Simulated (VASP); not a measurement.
Input of a VASP 6.6.1 run:

INCAR

```
PREC     = Accurate       # precision mode
ENCUT    = 600            # plane-wave cutoff, eV
EDIFF    = 1E-7           # SCF threshold, eV
ISMEAR   = 0              # smearing method
SIGMA    = 0.02           # smearing width, eV
LREAL    = False          # projectors in reciprocal space
LASPH    = True           # aspherical terms in the spheres
NELM     = 60             # most SCF steps
ALGO     = Normal         # electronic algorithm
ISIF     = 3              # what is computed and relaxed
LWAVE    = False          # write WAVECAR
LCHARG   = False          # write CHGCAR
GGA      = PS             # functional
IBRION   = 2              # ionic algorithm
NSW      = 100            # ionic steps
EDIFFG   = -0.005         # ionic threshold
```

The input KPOINTS:

```
Automatic mesh
0
Gamma
  9 9 6
```

Contents of POSCAR:

```
ZnO
1.0
    3.2493080000      0.0000000000      0.0000000000
   -1.6246540000      2.8139832727      0.0000000000
    0.0000000000      0.0000000000      5.2057090000
Zn O
2 2
Direct
    0.3333333333      0.6666666667      0.5000000000
    0.6666666667      0.3333333333      0.0000000000
    0.6666666667      0.3333333333      0.3790100000
    0.3333333333      0.6666666667      0.8790100000
```

Potentials or basis: VASP PAW PBE potentials, release 64 (Zn, O).

The run is started by

```bash
$ cat potpaw_PBE.64/Zn/POTCAR potpaw_PBE.64/O/POTCAR > POTCAR
$ mpirun -np 1 vasp_std > vasp.out
```

**Question.** What does it give for the relaxed volume?

**Answer.** 11.84 Å³/atom.

**Question.** Predict the relaxed cell.

**Answer.** a = 3.237 Å, b = 3.237 Å, c = 5.222 Å, α = 90.00°, β = 90.00°, γ = 120.00°.

**Question.** Predict the band gap on the k mesh.

**Answer.** 0.68 eV.

Final structure:
```
Zn O
1.0
     3.23654    0.00000    0.00000
    -1.61827    2.80292    0.00000
     0.00000    0.00000    5.22228
Zn O
2 2
Direct
  0.33333 0.66667 0.49993
  0.66667 0.33333 0.99993
  0.66667 0.33333 0.37908
  0.33333 0.66667 0.87908
```

Caveat: the PAW data sets were made with another functional, which shifts forces and pressure a little.
